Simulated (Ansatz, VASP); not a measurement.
# CdF2: VASP beside Ansatz

The input INCAR:

```
PREC = Accurate ; ENCUT = 700
EDIFF = 1E-6 ; ISMEAR = -1
SIGMA = 0.02 ; LREAL = False
LASPH = True ; NELM = 120
ALGO = Normal ; ISIF = 2
LWAVE = False ; LCHARG = False
GGA = PE ; NBANDS = 24
GGA_COMPAT = False
```

File KPOINTS:

```
Automatic mesh
0
Gamma
  8 8 8
```

POSCAR

```
CdF2
1.0
    0.0000000000      2.6104195701      2.6104195701
    2.6104195701      0.0000000000      2.6104195701
    2.6104195701      2.6104195701      0.0000000000
Cd F
1 2
Direct
    0.0000000000      0.0000000000      0.0000000000
    0.2500000000      0.2500000000      0.2500000000
    0.7500000000      0.7500000000      0.7500000000
```

Input for Ansatz:

```yaml
crystal:
  lattice:
    - [0.0, 2.6104195701, 2.6104195701]
    - [2.6104195701, 0.0, 2.6104195701]
    - [2.6104195701, 2.6104195701, 0.0]
  atoms:
    - { symbol: Cd, position: [0.0, 0.0, 0.0] }
    - { symbol: F, position: [0.25, 0.25, 0.25] }
    - { symbol: F, position: [0.75, 0.75, 0.75] }
kpoints:
  mp_grid: { grid: [8, 8, 8] }
  band_path:
    path:
      - [0.0, 0.0, 0.0]
      - [0.5, 0.0, 0.5]
      - [0.625, 0.25, 0.625]
      - [0.375, 0.375, 0.75]
      - [0.5, 0.5, 0.5]
      - [0.5, 0.25, 0.75]
      - [0.25, -0.5, -0.25]
    npoints: 1
hamiltonian:
  xc: pbe
scf:
  occupations: { method: fermi_dirac, width: 0.02 }
  n_extra_bands: 4
output:
  forces: true
  stress: true
  eigenvalues: true
```

Change from the starting cell: hydrostatic strain -2.7%.

Alike in both runs: task single point; functional PBE; k mesh 8 × 8 × 8; occupations fermi-dirac, width 0.02 eV; no spin polarisation.

|  | VASP | Ansatz |
| --- | --- | --- |
| version | VASP 6.6.1 | Ansatz 0.2.0 |
| potentials or method | VASP PAW PBE potentials, release 64 (Cd_sv_GW, F) | plane waves, PAW |
| plane-wave cutoff (eV) | 700 | 420 |
| valence electrons in the cell | 34 | 34 |

|  | VASP | Ansatz | Ansatz less VASP |
| --- | --- | --- | --- |
| gap on the k mesh at the Fermi level (eV) | 3.43 | 3.45 | +0.012 |
| pressure (GPa) | 19.0 | 19.4 | +0.41 |
